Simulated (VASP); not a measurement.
Input of a VASP 6.6.1 run:

INCAR

```
PREC = Accurate ; ENCUT = 600
EDIFF = 1E-6 ; ISMEAR = -1
SIGMA = 0.05 ; LREAL = False
LASPH = True ; NELM = 80
ALGO = Normal ; ISIF = 3
LWAVE = False ; LCHARG = False
GGA = PE ; IBRION = 2
NSW = 60 ; EDIFFG = -0.005
PSTRESS = 550.0
```

Contents of KPOINTS:

```
Automatic mesh
0
Gamma
  17 17 17
```

The input POSCAR:

```
Nb
1.0
   -2.4020708218      2.4020708218      1.3211389520
    2.4020708218     -2.4020708218      1.3211389520
    2.4020708218      2.4020708218     -1.3211389520
Nb
2
Direct
   -0.3750000000     -0.1250000000     -0.2500000000
    0.3750000000      0.1250000000      0.2500000000
```

Potentials or basis: VASP PAW PBE potentials, release 64 (Nb_sv).

Command:

```sh
$ cat potpaw_PBE.64/Nb_sv/POTCAR > POTCAR
$ mpirun -np 1 vasp_std > vasp.out
```

Task: What does it give for the band gap on the k mesh?

Result: Zero (bands 13 and 14 overlap by 1.65 eV).

Task: Predict the relaxed volume.

Result: 15.05 Å³/atom.

Task: Predict the space group after relaxing (to 0.1 Å).

Result: I4_1/amd (No. 141).

Final structure:
```xyz
2
Lattice="-2.3826 2.3826 1.3252 2.3826 -2.3826 1.3252 2.3826 2.3826 -1.3252" Properties=species:S:1:pos:R:3 pbc="T T T"
Nb    2.3826    1.1913    0.9939
Nb    0.0000    1.1913    0.3313
```

Caveat: the cell is relaxed towards a set pressure, so the run minimises the enthalpy, not the energy.
